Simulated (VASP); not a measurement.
Write the native input for VASP 6.6.1 that does the following.

```
Task                   : single point
Functional             : LDA
Potentials or basis    : VASP PAW LDA potentials, release 64 (Pt)
Cutoff                 : 520 eV
k mesh                 : 22 × 22 × 22
Occupations            : gaussian, width 0.15 eV
Spin                   : no spin polarisation
Dipole correction      : no
Further INCAR settings : ALGO = Fast; EDIFF = 1e-06; NBANDS = 11
```

The structure of Pt lies in POSCAR:

```
Pt
1.0
    0.0000000000      2.3309303018      1.4666213459
    2.3309303018      0.0000000000      1.4666213459
    2.3309303018      2.3309303018      0.0000000000
Pt
1
Direct
    0.0000000000      0.0000000000      0.0000000000
```

This cell differs from its parent crystal: volume 15.937 Å^3 an atom, c/a of the conventional cell 0.6292.

These files were run (other wordings do the same):

INCAR

```
SYSTEM = Pt
ALGO = Fast
EDIFF = 1E-6
ENCUT = 520
GGA = CA
ISIF = 2
ISMEAR = 0
LASPH = .True.
LCHARG = .False.
LREAL = .False.
LWAVE = .False.
NBANDS = 11
NELM = 80
PREC = Accurate
SIGMA = 0.15
```

KPOINTS

```
k-points
0
Gamma
  22 22 22
  0 0 0
```

Potentials or basis: VASP PAW LDA potentials, release 64 (Pt).

Command:

```sh
$ cat potpaw_LDA.64/Pt/POTCAR > POTCAR
$ mpirun -np 1 vasp_std > vasp.out
```

Results of the run:

| Property | Result |
| --- | --- |
| Pressure | -16.4 GPa |
| Band gap on the k mesh | zero (band 5 reaches 10.85 eV, above the bottom of band 6 at 8.78 eV) |

Caveat: spin-orbit coupling is left out, which moves the levels of the heavy elements.

It took 5 min on 1 thread of AMD EPYC 7R13, with other jobs on the host, peak memory 0.23 GiB.
